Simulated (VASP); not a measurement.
Crystal: TiC.

```xyz
2
Lattice="0.0000 -2.1640 -2.1640 2.1640 0.0000 -2.1640 2.1640 -2.1640 0.0000" Properties=species:S:1:pos:R:3 pbc="T T T"
Ti    0.0000    0.0000    0.0000
C     2.1640   -2.1640   -2.1640
```

```yaml
Program: VASP 6.6.1
Task: relaxation of cell and atoms
Functional: PBEsol
Potentials_or_basis: VASP PAW PBE potentials, release 64 (Ti_sv, C)
Cutoff: 600 eV
k_mesh: 16 × 16 × 16
Occupations: gaussian, width 0.1 eV
Spin: no spin polarisation
```

At the start: pressure -6.0 GPa; volume 10.13 Å³/atom.

Problem. How do energy, volume and symmetry change on relaxing?

Solution. Over 3 steps the energy falls by 4.5 meV/atom and the volume is 9.90 Å³/atom (-2.3 %); space group Fm-3m (No. 225, to 0.05 Å).

The path:
```
step  energy change (eV)  largest force (eV/Å)  pressure (GPa)  volume (Å³)
   1              0.0000                0.0000           -5.98        20.27
   2              0.0077                0.0000            8.91        19.18
   3             -0.0090                0.0000           -0.03        19.80
```

Final structure:
```
Ti C
1.0
     0.00000   -2.14716   -2.14716
     2.14716    0.00000   -2.14716
     2.14716   -2.14716    0.00000
Ti C
1 1
Direct
  0.00000 0.00000 0.00000
  0.50000 0.50000 0.50000
```

Caveat: the PAW data sets were made with another functional, which shifts forces and pressure a little.
